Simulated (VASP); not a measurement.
# HfC (zincblende type) (F-43m) in VASP: a series of runs

The runs below take HfC (zincblende type) through single point, with PBE.

Program: VASP 6.6.1. These are calculated values, not measurements. Logs are shortened: lines on timing, memory, paths and dates and some standing lists are left out, and cuts for length are marked.

## (1) The cell of the first run

Symmetry: F-43m, No. 216, cubic system. The conventional cell has a = 5.043 Å, b = 5.043 Å, c = 5.043 Å, α = 90.00°, β = 90.00°, γ = 90.00°. Within 2.9 Å of Hf (site symmetry -43m) lie 4 C at 2.18 Å. C (site symmetry -43m) has 4 Hf at 2.18 Å within 2.9 Å.

## (2) Single point, PBE

File INCAR:

```
SYSTEM = HfC
ALGO = Normal ; EDIFF = 1E-6
ENCUT = 520 ; GGA = PE
ISIF = 2 ; ISMEAR = -1
LASPH = .TRUE. ; LCHARG = .FALSE.
LREAL = .FALSE. ; LWAVE = .FALSE.
NBANDS = 14 ; NELM = 80
PREC = Accurate ; SIGMA = 0.1
```

File KPOINTS:

```
k-points
0
G
  13 13 13
  0 0 0
```

File POSCAR:

```
HfC
1.0
    0.0000000000      2.5216763964      2.5216763964
    2.5216763964      0.0000000000      2.5216763964
    2.5216763964      2.5216763964      0.0000000000
Hf C
1 1
Direct
    0.0000000000      0.0000000000      0.0000000000
    0.2500000000      0.2500000000      0.2500000000
```

Potentials or basis: VASP PAW PBE potentials, release 64 (Hf_pv, C).

Command:

```sh
> cat potpaw_PBE.64/Hf_pv/POTCAR potpaw_PBE.64/C/POTCAR > POTCAR
> mpirun -np 1 vasp_std > vasp.out
```

OUTCAR:

```text
SYSTEM = HfC
   EDIFF = 1E-6
   ENCUT = 520
   GGA = PE
   ISIF = 2
   ISMEAR = -1
   LASPH = .TRUE.
   LREAL = .FALSE.
   NELM = 80
   PREC = Accurate

 ion  position               nearest neighbor table
   1  0.000  0.000  0.000-   2 2.18   2 2.18   2 2.18   2 2.18
   2  0.250  0.250  0.250-   1 2.18   1 2.18   1 2.18   1 2.18

  LATTYP: Found a face centered cubic cell.
 ALAT       =     5.0433527928

  Lattice vectors:

 A1 = (   0.0000000000,   2.5216763964,   2.5216763964)
 A2 = (   2.5216763964,   0.0000000000,   2.5216763964)
 A3 = (   2.5216763964,   2.5216763964,   0.0000000000)

Analysis of symmetry for initial positions (statically):
=====================================================================
 Subroutine PRICEL returns:
 Original cell was already a primitive cell.

 Routine SETGRP: Setting up the symmetry group for a
 face centered cubic supercell.

 Subroutine GETGRP returns: Found 24 space group operations
 (whereof 24 operations were pure point group operations)
 out of a pool of 48 trial point group operations.

The static configuration has the point symmetry T_d .

Analysis of symmetry for dynamics (positions and initial velocities):
=====================================================================
 Subroutine PRICEL returns:
 Original cell was already a primitive cell.

 Routine SETGRP: Setting up the symmetry group for a
 face centered cubic supercell.

 Subroutine GETGRP returns: Found 24 space group operations
 (whereof 24 operations were pure point group operations)
 out of a pool of 48 trial point group operations.

The dynamic configuration has the point symmetry T_d .

 Subroutine INISYM returns: Found 24 space group operations
 (whereof 24 operations are pure point group operations),
 and found     1 'primitive' translations

----------------------------------------------------------------------------------------

                                     Primitive cell

  volume of cell :      32.0699

  direct lattice vectors                    reciprocal lattice vectors
     0.000000000  2.521676396  2.521676396    -0.198280795  0.198280795  0.198280795
     2.521676396  0.000000000  2.521676396     0.198280795 -0.198280795  0.198280795
     2.521676396  2.521676396  0.000000000     0.198280795  0.198280795 -0.198280795

  length of vectors
     3.566188960  3.566188960  3.566188960     0.343432411  0.343432411  0.343432411

  position of ions in fractional coordinates (direct lattice)
     0.000000000  0.000000000  0.000000000
     0.250000000  0.250000000  0.250000000

  ion indices of the primitive-cell ions
   primitive index   ion index
[... 80 lines left out ...]
   ISIF   =      2    stress and relaxation
   ISYM   =      2    0-nonsym 1-usesym 2-fastsym
   POTIM  = 0.5000    time-step for ionic-motion
   TEBEG  =    0.0;   TEEND  =   0.0 temperature during run
   PSTRESS=    0.0 pullay stress
   NELECT =      14.0000    total number of electrons
   NUPDOWN=      -1.0000    fix difference up-down
   EMIN   =  10.00;   EMAX   =-10.00  energy-range for DOS
   EFERMI =   0.00;   METHOD = LEGACY
   ISMEAR =    -1;   SIGMA  =   0.10  broadening in eV -4-tet -1-fermi 0-gaus
   EFERMI_NEDOS =   21; number of points for ismear=-14 and -15
   IALGO  =     38    algorithm
   IMIX   =      4    mixing-type and parameters
     AMIX     =   0.40;   BMIX     =  1.00
     AMIX_MAG =   1.60;   BMIX_MAG =  1.00
  volume/ion in A,a.u.               =      16.03       108.21
  Fermi-wavevector in a.u.,A,eV,Ry     =   1.241895  2.346841 20.984304  1.542303
  Thomas-Fermi vector in A             =   2.376273
   LORBIT       =      0    0 simple, 1 ext, 2 COOP (PROOUT), +10 PAW based schemes
   GGA     = PE    functional components
   LHFCALC =     F    Hartree Fock is set to
   AEXX    =    0.0000 exact exchange contribution
   IVDW    =     0    specifies the selected vdW correction
   LEPSILON=     F    determine dielectric tensor
   LRPA    =     F    only Hartree local field effects (RPA)
 non-spin polarized calculation
  energy-cutoff  :      520.00
  volume of cell :       32.07
 maximum number of plane-waves:       887
   NGX = 13   NGY = 13   NGZ = 13

 number of electron      14.0000000 magnetization

 Free energy of the ion-electron system (eV)
  ---------------------------------------------------
  ext. energy  EPLUGINS =         0.00000000
  ---------------------------------------------------
  free energy    TOTEN  =       -19.75875131 eV

  energy without entropy =      -19.75071145  energy(sigma->0) =      -19.75473138

 E-fermi :   3.8341     XC(G=0): -10.8092

 val. band max:        3.5860250981   @ k =  -0.3077   0.4615   0.2308
 cond. band min:       4.0423093956   @ k =  -0.3077   0.4615   0.1538
 fundamental gap:      0.4562842974
 Fermi energy:         3.8340574493

 k-point     1 :       0.0000    0.0000    0.0000
  band No.  band energies     occupation
      1     -25.9921      2.00000
      2     -25.9921      2.00000
      3     -25.9921      2.00000
      4      -6.9722      2.00000
      5       1.4029      2.00000
      6       1.4029      2.00000
      7       1.4029      2.00000
      8       6.9034      0.00000
      9       7.2615      0.00000
     10       7.2615      0.00000
     11      12.7779      0.00000
     12      12.7779      0.00000
     13      12.7779      0.00000
     14      17.8495      0.00000
[... 377 lines left out ...]
      1     -26.2703      2.00000
      2     -26.0721      2.00000
      3     -26.0539      2.00000
      4      -5.2448      2.00000
      5       0.5540      2.00000
      6       1.8757      2.00000
      7       2.2878      2.00000
      8       6.3136      0.00000
      9       7.8491      0.00000
     10       8.1653      0.00000
     11      10.7654      0.00000
     12      11.6466      0.00000
     13      12.0873      0.00000
     14      15.1887      0.00000

 [... further k-points ...]
[... 5 lines left out ...]
  --------------------------------------------------------------------------------------
  -------------------------------------------------------------------------------------
  Total       -0.0698639     -0.0698639     -0.0698639      0.0000000      0.0000000     -0.0000000
  in kB       -3.4903194     -3.4903194     -3.4903194      0.0000000      0.0000000     -0.0000000
  external PRESSURE =      -3.4903194 kB  Pullay stress =       0.0000000 kB

 VOLUME and BASIS-vectors are now :
 -----------------------------------------------------------------------------
  energy-cutoff  :      520.00
  volume of cell :       32.07
      direct lattice vectors                 reciprocal lattice vectors
     0.000000000  2.521676396  2.521676396    -0.198280795  0.198280795  0.198280795
     2.521676396  0.000000000  2.521676396     0.198280795 -0.198280795  0.198280795
     2.521676396  2.521676396  0.000000000     0.198280795  0.198280795 -0.198280795

 POSITION                                       TOTAL-FORCE (eV/Angst)
 -----------------------------------------------------------------------------------
      0.00000      0.00000      0.00000        -0.000000     -0.000000     -0.000000
      1.26084      1.26084      1.26084         0.000000      0.000000      0.000000
 -----------------------------------------------------------------------------------
    total drift:                                0.000000      0.000000      0.000000

  FREE ENERGIE OF THE ION-ELECTRON SYSTEM (eV)
  ---------------------------------------------------
  free  energy   TOTEN  =       -19.7587513145 eV

  energy  without entropy=      -19.7507114455  energy(sigma->0) =      -19.75473138
```

OSZICAR:

```text
N       E                     dE             d eps       ncg     rms          rms(c)
DAV:   1     0.288198559344E+02    0.28820E+02   -0.73009E+03  2352   0.923E+02
DAV:   2    -0.221439132049E+02   -0.50964E+02   -0.47313E+02  3188   0.200E+02
DAV:   3    -0.241930381513E+02   -0.20491E+01   -0.20415E+01  2754   0.302E+01
DAV:   4    -0.242072898566E+02   -0.14252E-01   -0.14251E-01  2784   0.317E+00
DAV:   5    -0.242074473838E+02   -0.15753E-03   -0.15753E-03  2798   0.292E-01    0.507E+01
DAV:   6    -0.197718674815E+02    0.44356E+01   -0.14833E+01  2526   0.212E+01    0.346E+01
DAV:   7    -0.197697517952E+02    0.21157E-02   -0.74110E-01  2658   0.585E+00    0.231E+01
DAV:   8    -0.197669332494E+02    0.28185E-02   -0.72484E-02  2790   0.210E+00    0.811E+00
DAV:   9    -0.197587513895E+02    0.81819E-02   -0.20712E-02  2544   0.846E-01    0.112E+00
DAV:  10    -0.197587264349E+02    0.24955E-04   -0.91345E-04  3144   0.225E-01    0.294E-01
DAV:  11    -0.197587508980E+02   -0.24463E-04   -0.65686E-05  2502   0.674E-02    0.177E-02
DAV:  12    -0.197587513145E+02   -0.41655E-06   -0.52109E-06  2730   0.187E-02
   1 F= -.19758751E+02 E0= -.19754731E+02  d E =-.803987E-02
```

stdout:

```text
POSCAR found type information on POSCAR HfC
 POSCAR found :  2 types and       2 ions
 scaLAPACK will be used
 LDA part: xc-table for (Slater+PW92), standard interpolation
 POSCAR, INCAR and KPOINTS ok, starting setup
 FFT: planning ... GRIDC
 FFT: planning ... GRID_SOFT
 FFT: planning ... GRID
 WAVECAR not read
 entering main loop
```

Wall time 19 s (1 thread of Intel Xeon Platinum 8488C (Sapphire Rapids), shared host); peak memory 0.18 GiB.

Results:

| Item | Value |
| --- | --- |
| Free energy | -19.7588 eV |
| Pressure | -0.3 GPa |
| Band gap on the k mesh | 0.46 eV, indirect (least direct gap 0.47 eV) |

Caveat: spin-orbit coupling is left out, which moves the levels of the heavy elements.

## (3) Single point, PBE

File INCAR:

```
PREC = Accurate
ENCUT = 520
EDIFF = 1E-6
ISMEAR = -1
SIGMA = 0.1
LREAL = F
LASPH = T
NELM = 60
ALGO = Normal
ISIF = 2
LWAVE = F
LCHARG = F
GGA = PE
NBANDS = 14
```

File KPOINTS:

```
regular mesh
0
Gamma
  13 13 13
```

POSCAR is that of step 2.

Potentials or basis: VASP PAW PBE potentials, release 64 (Hf_pv, C).

Command:

```sh
> cat potpaw_PBE.64/Hf_pv/POTCAR potpaw_PBE.64/C/POTCAR > POTCAR
> mpirun -np 1 vasp_std > vasp.out
```

Run time: 19 s. Hardware: 1 thread of Intel Xeon Platinum 8488C (Sapphire Rapids), shared host; peak memory 0.18 GiB.

Results (log left out):

```yaml
Free_energy: -19.7588 eV
Pressure: -0.3 GPa
Band_gap_on_the_k_mesh: 0.46 eV, indirect (least direct gap 0.47 eV)
```

Levels at points of the mesh, in eV from the valence-band top:
```tsv
k point	band 4	band 5	band 6	band 7	band 8	band 9	band 10	band 11
(0.00, 0.00, 0.00)	-10.56	-2.18	-2.18	-2.18	3.32	3.68	3.68	9.19
```

Caveat: spin-orbit coupling is left out, which moves the levels of the heavy elements. A k mesh can miss the band edges.
